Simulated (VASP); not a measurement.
# HfO2 (Fm-3m) in VASP: a series of runs, part 2 of 2

VASP 6.6.1. The steps go on from the part before.

### 3 Electric field gradients, LDA (11.60 Å³/atom)

This run uses another cell than the first one, of 11.60 Å³/atom.

Contents of INCAR:

```
SYSTEM = HfO2
PREC = Accurate ; ENCUT = 520
EDIFF = 1E-8 ; ISMEAR = -1
SIGMA = 0.01 ; LREAL = .False.
LASPH = .True. ; NELM = 60
ALGO = Normal ; ISIF = 2
LWAVE = .False. ; LCHARG = .False.
LEFG = .True. ; NBANDS = 18
```

Contents of KPOINTS:

```
regular mesh
0
Gamma
  8 8 8
  0 0 0
```

Contents of POSCAR:

```
HfO2
1.0
    0.0000000000      2.5911551753      2.5911551753
    2.5911551753      0.0000000000      2.5911551753
    2.5911551753      2.5911551753      0.0000000000
Hf O
1 2
Direct
    0.0000000000      0.0000000000      0.0000000000
    0.2500000000      0.2500000000      0.2500000000
    0.7500000000      0.7500000000      0.7500000000
```

Potentials or basis: VASP PAW LDA potentials, release 64 (Hf_pv, O).

Started as:

```bash
$ cat potpaw_LDA.64/Hf_pv/POTCAR potpaw_LDA.64/O/POTCAR > POTCAR
$ mpirun -np 1 vasp_std > vasp.out
```

OUTCAR:

```text
SYSTEM = HfO2
   PREC = Accurate
   ENCUT = 520
   EDIFF = 1E-8
   ISMEAR = -1
   LREAL = .False.
   LASPH = .True.
   NELM = 60
   ISIF = 2

 ion  position               nearest neighbor table
   1  0.000  0.000  0.000-   3 2.24   3 2.24   3 2.24   2 2.24   3 2.24   2 2.24   2 2.24   2 2.24

   2  0.250  0.250  0.250-   1 2.24   1 2.24   1 2.24   1 2.24
   3  0.750  0.750  0.750-   1 2.24   1 2.24   1 2.24   1 2.24

  LATTYP: Found a face centered cubic cell.
 ALAT       =     5.1823103506

  Lattice vectors:

 A1 = (   0.0000000000,   2.5911551753,   2.5911551753)
 A2 = (   2.5911551753,   0.0000000000,   2.5911551753)
 A3 = (   2.5911551753,   2.5911551753,   0.0000000000)

Analysis of symmetry for initial positions (statically):
=====================================================================
 Subroutine PRICEL returns:
 Original cell was already a primitive cell.

 Routine SETGRP: Setting up the symmetry group for a
 face centered cubic supercell.

 Subroutine GETGRP returns: Found 48 space group operations
 (whereof 48 operations were pure point group operations)
 out of a pool of 48 trial point group operations.

The static configuration has the point symmetry O_h .

Analysis of symmetry for dynamics (positions and initial velocities):
=====================================================================
 Subroutine PRICEL returns:
 Original cell was already a primitive cell.

 Routine SETGRP: Setting up the symmetry group for a
 face centered cubic supercell.

 Subroutine GETGRP returns: Found 48 space group operations
 (whereof 48 operations were pure point group operations)
 out of a pool of 48 trial point group operations.

The dynamic configuration has the point symmetry O_h .

 Subroutine INISYM returns: Found 48 space group operations
 (whereof 48 operations are pure point group operations),
 and found     1 'primitive' translations

----------------------------------------------------------------------------------------

                                     Primitive cell

  volume of cell :      34.7945

  direct lattice vectors                    reciprocal lattice vectors
     0.000000000  2.591155175  2.591155175    -0.192964128  0.192964128  0.192964128
     2.591155175  0.000000000  2.591155175     0.192964128 -0.192964128  0.192964128
     2.591155175  2.591155175  0.000000000     0.192964128  0.192964128 -0.192964128

  length of vectors
     3.664446791  3.664446791  3.664446791     0.334223674  0.334223674  0.334223674

  position of ions in fractional coordinates (direct lattice)
     0.000000000  0.000000000  0.000000000
     0.250000000  0.250000000  0.250000000
     0.750000000  0.750000000  0.750000000

  ion indices of the primitive-cell ions
   primitive index   ion index
                 1           1
                 2           2
                 3           3

[... 77 lines left out ...]
   ISIF   =      2    stress and relaxation
   ISYM   =      2    0-nonsym 1-usesym 2-fastsym
   POTIM  = 0.5000    time-step for ionic-motion
   TEBEG  =    0.0;   TEEND  =   0.0 temperature during run
   PSTRESS=    0.0 pullay stress
   NELECT =      22.0000    total number of electrons
   NUPDOWN=      -1.0000    fix difference up-down
   EMIN   =  10.00;   EMAX   =-10.00  energy-range for DOS
   EFERMI =   0.00;   METHOD = LEGACY
   ISMEAR =    -1;   SIGMA  =   0.01  broadening in eV -4-tet -1-fermi 0-gaus
   EFERMI_NEDOS =   21; number of points for ismear=-14 and -15
   IALGO  =     38    algorithm
   IMIX   =      4    mixing-type and parameters
     AMIX     =   0.40;   BMIX     =  1.00
     AMIX_MAG =   1.60;   BMIX_MAG =  1.00
  volume/ion in A,a.u.               =      11.60        78.27
  Fermi-wavevector in a.u.,A,eV,Ry     =   1.405116  2.655285 26.862691  1.974352
  Thomas-Fermi vector in A             =   2.527610
   LORBIT       =      0    0 simple, 1 ext, 2 COOP (PROOUT), +10 PAW based schemes
   GGA     = CA    functional components
   LHFCALC =     F    Hartree Fock is set to
   AEXX    =    0.0000 exact exchange contribution
   IVDW    =     0    specifies the selected vdW correction
   LEPSILON=     F    determine dielectric tensor
   LRPA    =     F    only Hartree local field effects (RPA)
 non-spin polarized calculation
  energy-cutoff  :      520.00
  volume of cell :       34.79
 maximum number of plane-waves:       960
   NGX = 13   NGY = 13   NGZ = 13

 number of electron      21.9999997 magnetization

 Free energy of the ion-electron system (eV)
  ---------------------------------------------------
  ext. energy  EPLUGINS =         0.00000000
  ---------------------------------------------------
  free energy    TOTEN  =       -32.71956173 eV

  energy without entropy =      -32.71956173  energy(sigma->0) =      -32.71956173

 E-fermi :   3.7552     XC(G=0): -11.9730

 val. band max:        3.4920718210   @ k =   0.5000   0.5000   0.0000
 cond. band min:       6.9123793445   @ k =   0.5000   0.5000   0.0000
 fundamental gap:      3.4203075234
 Fermi energy:         3.7551969276

 k-point     1 :       0.0000    0.0000    0.0000
  band No.  band energies     occupation
      1     -26.2974      2.00000
      2     -26.2974      2.00000
      3     -26.2974      2.00000
      4     -14.5774      2.00000
      5     -11.7439      2.00000
      6      -1.5227      2.00000
[... 481 lines left out ...]
      5     -12.6354      2.00000
      6      -1.0928      2.00000
[... 10 lines left out ...]
     17      13.8339      0.00000
     18      15.3558      0.00000

 [... further k-points ...]

------------------------ aborting loop because EDIFF is reached ----------------------------------------

  FORCE on cell =-STRESS in cart. coord.  units (eV):
  Direction    XX          YY          ZZ          XY          YZ          ZX
  --------------------------------------------------------------------------------------
  -------------------------------------------------------------------------------------
  Total       -5.7700201     -5.7700201     -5.7700201      0.0000000      0.0000000      0.0000000
  in kB     -265.6914903   -265.6914903   -265.6914903      0.0000000      0.0000000      0.0000000
  external PRESSURE =    -265.6914903 kB  Pullay stress =       0.0000000 kB

 VOLUME and BASIS-vectors are now :
 -----------------------------------------------------------------------------
  energy-cutoff  :      520.00
  volume of cell :       34.79
      direct lattice vectors                 reciprocal lattice vectors
     0.000000000  2.591155175  2.591155175    -0.192964128  0.192964128  0.192964128
     2.591155175  0.000000000  2.591155175     0.192964128 -0.192964128  0.192964128
     2.591155175  2.591155175  0.000000000     0.192964128  0.192964128 -0.192964128

 POSITION                                       TOTAL-FORCE (eV/Angst)
 -----------------------------------------------------------------------------------
      0.00000      0.00000      0.00000         0.000000      0.000000      0.000000
      1.29558      1.29558      1.29558        -0.000000     -0.000000     -0.000000
      3.88673      3.88673      3.88673         0.000000     -0.000000      0.000000
 -----------------------------------------------------------------------------------
    total drift:                                0.000000      0.000000      0.000000

  FREE ENERGIE OF THE ION-ELECTRON SYSTEM (eV)
  ---------------------------------------------------
  free  energy   TOTEN  =       -32.7195617301 eV

  energy  without entropy=      -32.7195617301  energy(sigma->0) =      -32.71956173

 Electric field gradients (V/A^2)
---------------------------------------------------------------------
 ion       V_xx      V_yy      V_zz      V_xy      V_xz      V_yz
---------------------------------------------------------------------
   1       0.000    -0.000     0.000    -0.000    -0.000    -0.000
   2      -0.000     0.000     0.000     0.000     0.000     0.000
   3      -0.000     0.000     0.000     0.000     0.000     0.000
---------------------------------------------------------------------

 Electric field gradients after diagonalization (V/A^2)
 (convention: |V_zz| > |V_xx| > |V_yy|)
----------------------------------------------------------------------
 ion       V_xx      V_yy      V_zz     asymmetry (V_yy - V_xx)/ V_zz
----------------------------------------------------------------------
   1       0.000     0.000    -0.001       0.000
   2      -0.000    -0.000     0.000       0.000
   3      -0.000    -0.000     0.000       0.000
----------------------------------------------------------------------

           NMR quadrupolar parameters

 Cq : quadrupolar parameter    Cq=e*Q*V_zz/h
 eta: asymmetry parameters     (V_yy - V_xx)/ V_zz
 Q  : nuclear electric quadrupole moment in mb (millibarn)
----------------------------------------------------------------------
 ion       Cq(MHz)       eta       Q (mb)
----------------------------------------------------------------------
   1      -0.000       0.000       1.000
   2       0.000       0.000       1.000
   3       0.000       0.000       1.000
----------------------------------------------------------------------
```

OSZICAR:

```text
N       E                     dE             d eps       ncg     rms          rms(c)
DAV:   1     0.826807817725E+02    0.82681E+02   -0.12659E+04  1044   0.120E+03
DAV:   2    -0.346199048837E+02   -0.11730E+03   -0.11357E+03  1360   0.277E+02
DAV:   3    -0.384825132954E+02   -0.38626E+01   -0.38459E+01  1190   0.440E+01
DAV:   4    -0.385054505754E+02   -0.22937E-01   -0.22930E-01  1298   0.385E+00
DAV:   5    -0.385056041949E+02   -0.15362E-03   -0.15362E-03  1182   0.291E-01    0.431E+01
DAV:   6    -0.330223442679E+02    0.54833E+01   -0.21203E+01  1062   0.312E+01    0.389E+01
DAV:   7    -0.328135014025E+02    0.20884E+00   -0.80869E-01  1172   0.715E+00    0.282E+01
DAV:   8    -0.327583884223E+02    0.55113E-01   -0.49792E-01  1144   0.582E+00    0.104E+01
DAV:   9    -0.327197988046E+02    0.38590E-01   -0.96848E-02  1098   0.258E+00    0.300E+00
DAV:  10    -0.327195924307E+02    0.20637E-03   -0.24781E-03  1228   0.357E-01    0.316E-01
DAV:  11    -0.327195603850E+02    0.32046E-04   -0.17903E-04  1210   0.107E-01    0.968E-02
DAV:  12    -0.327195616816E+02   -0.12965E-05   -0.59987E-06  1304   0.179E-02    0.140E-02
DAV:  13    -0.327195617240E+02   -0.42454E-07   -0.33753E-07  1256   0.417E-03    0.419E-03
DAV:  14    -0.327195617356E+02   -0.11543E-07   -0.85519E-08  1168   0.171E-03    0.629E-04
DAV:  15    -0.327195617301E+02    0.54224E-08   -0.15708E-08   794   0.782E-04
   1 F= -.32719562E+02 E0= -.32719562E+02  d E =-.119714E-13
```

stdout:

```text
POSCAR found type information on POSCAR HfO
 POSCAR found :  2 types and       3 ions
 scaLAPACK will be used
 LDA part: xc-table for (Slater(with rela. corr.)+CA(PZ))
 , standard interpolation
 POSCAR, INCAR and KPOINTS ok, starting setup
 FFT: planning ... GRIDC
 FFT: planning ... GRID_SOFT
 FFT: planning ... GRID
 WAVECAR not read
 entering main loop
ion   1

ion   2

ion   3
```

It took 17 s on 1 thread of Intel Xeon Platinum 8259CL at 2.50GHz (Skylake/Cascade Lake), shared host; peak memory 0.15 GiB.

Results:

- Free energy: -32.7196 eV
- Pressure: -26.6 GPa
- Band gap on the k mesh: 3.42 eV
- Largest electric field gradient by atom: zero within the noise of the run

Levels at points of the mesh, in eV from the valence-band top:
```
           k point  band 9  band 10  band 11  band 12  band 13  band 14
(0.00, 0.00, 0.00)   -0.58    -0.58    -0.58     3.53     3.53     5.17
(0.50, 0.00, 0.00)   -2.61    -1.76    -1.76     4.19     4.19     6.33
(0.50, 0.50, 0.00)   -1.45    -1.45     0.00     3.42     4.98     6.00
```

Caveat: the cell stands under tension; spin-orbit coupling is left out, which moves the levels of the heavy elements. A k mesh can miss the band edges.
